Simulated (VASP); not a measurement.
Write the native input for VASP 6.6.1 that does the following.

| Property | Result |
| --- | --- |
| Task | single point |
| Functional | LDA |
| Potentials or basis | VASP PAW LDA potentials, release 64 (Si) |
| Cutoff | 520 eV |
| k mesh | 13 × 13 × 13 |
| Occupations | fermi-dirac, width 0.1 eV |
| Spin | no spin polarisation |
| Dipole correction | no |
| Further INCAR settings | ALGO = Normal; EDIFF = 1e-07; NBANDS = 11 |

The structure of Si lies in POSCAR:

```
Si
1.0
    0.0000000000      2.4207478405      2.4207478405
    2.4207478405      0.0000000000      2.4207478405
    2.4207478405      2.4207478405      0.0000000000
Si
2
Direct
   -0.1250000000     -0.1250000000     -0.1250000000
    0.1250000000      0.1250000000      0.1250000000
```

One way to write it, as run:

INCAR

```
SYSTEM = Si
PREC     = Accurate       ! precision mode
ENCUT    = 520            ! plane-wave cutoff, eV
EDIFF    = 1E-7           ! SCF threshold, eV
ISMEAR   = -1             ! smearing method
SIGMA    = 0.1            ! smearing width, eV
LREAL    = .False.        ! projectors in reciprocal space
LASPH    = .True.         ! aspherical terms in the spheres
NELM     = 100            ! most SCF steps
ALGO     = Normal         ! electronic algorithm
ISIF     = 2              ! what is computed and relaxed
LWAVE    = .False.        ! write WAVECAR
LCHARG   = .True.         ! write CHGCAR
GGA      = CA             ! functional
LELF     = .True.         ! ELF
LVHAR    = .True.       
NBANDS   = 11             ! bands
```

KPOINTS

```
regular mesh
0
Gamma
  13 13 13
  0 0 0
```

Potentials or basis: VASP PAW LDA potentials, release 64 (Si).

Command:

```bash
$ cat potpaw_LDA.64/Si/POTCAR > POTCAR
$ mpirun -np 1 vasp_std > vasp.out
```

It gave:

| Property | Result |
| --- | --- |
| Pressure | 61.5 GPa |
| Band gap on the k mesh | zero (bands 4 and 5 overlap by 0.32 eV) |

Caveat: the cell stands under pressure; semilocal functionals underestimate gaps, so a narrow gap can read as zero.

It took 14 s on 1 thread of Intel(R) Xeon(R) Platinum 8559C (Emerald Rapids), with other jobs on the host, peak memory 0.14 GiB.
